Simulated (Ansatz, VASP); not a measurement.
**Fe: VASP beside Ansatz**

File INCAR:

```
SYSTEM = Fe
PREC = Accurate
ENCUT = 600
EDIFF = 1E-7
ISMEAR = -1
SIGMA = 0.05
LREAL = .FALSE.
LASPH = .TRUE.
NELM = 200
ALGO = Normal
ISIF = 3
LWAVE = .FALSE.
LCHARG = .FALSE.
ISPIN = 2
MAGMOM = 2.5
LORBIT = 11
LMAXMIX = 4
GGA = RP
IBRION = 2
NSW = 80
EDIFFG = -0.01
GGA_COMPAT = .FALSE.
NELMIN = 4
```

File KPOINTS:

```
Automatic mesh
0
G
  13 13 13
  0 0 0
```

The input POSCAR:

```
Fe
1.0
    2.3342634294      0.0000000000      0.0000000000
    0.0000000000      2.3342634294      0.0000000000
    0.0000000000      0.0000000000      2.3342634294
Fe
1
Direct
    0.0000000000      0.0000000000      0.0000000000
```

Input for Ansatz:

```yaml
crystal:
  lattice:
    - [2.3342634294, 0.0, 0.0]
    - [0.0, 2.3342634294, 0.0]
    - [0.0, 0.0, 2.3342634294]
  atoms:
    - { symbol: Fe, position: [0.0, 0.0, 0.0], spin: 2.5 }
hamiltonian:
  xc: rpbe
  pseudopotentials:
    kind: paw
    azcp:
      Fe: "pseudopotentials/Fe.paw.azcp"
basis:
  ecutwfc: 420
  fft_grid_basis: typed
kpoints:
  mp_grid: { grid: [13, 13, 13], shift: [0, 0, 0] }
magnetization:
  spin_polarized: true
scf:
  occupations: { method: fermi_dirac, width: 0.05 }
relax:
  max_steps: 60
  f_tol: 0.01
  cell: {}
```

Alike in both runs: task relaxation of cell and atoms; functional RPBE; k mesh 13 × 13 × 13; occupations fermi-dirac, width 0.05 eV; collinear spin.

```csv
,VASP,Ansatz
version,VASP 6.6.1,Ansatz 0.2.0
potentials or method,"VASP PAW PBE potentials, release 64 (Fe_sv), cutoff 600 eV","plane waves (420 eV) with PAW, scalar-relativistic"
valence electrons in the cell,16,16
```

|  | VASP | Ansatz | Ansatz less VASP |
| --- | --- | --- | --- |
| net moment per atom (μB) | 2.45 | 2.48 | +0.037 |
| size of the moment on the site where the two differ most (μB) | 2.38 | 2.47 | +0.094 |
| relaxed volume (Å³/atom) | 13.45 | 13.83 | +0.378 |
| relaxed cell length with the largest relative difference (Å) | 2.378 | 2.400 | +0.0221 |

VASP's potentials were made for PBE, not for RPBE. Site moments also hang on the region over which each program counts them.
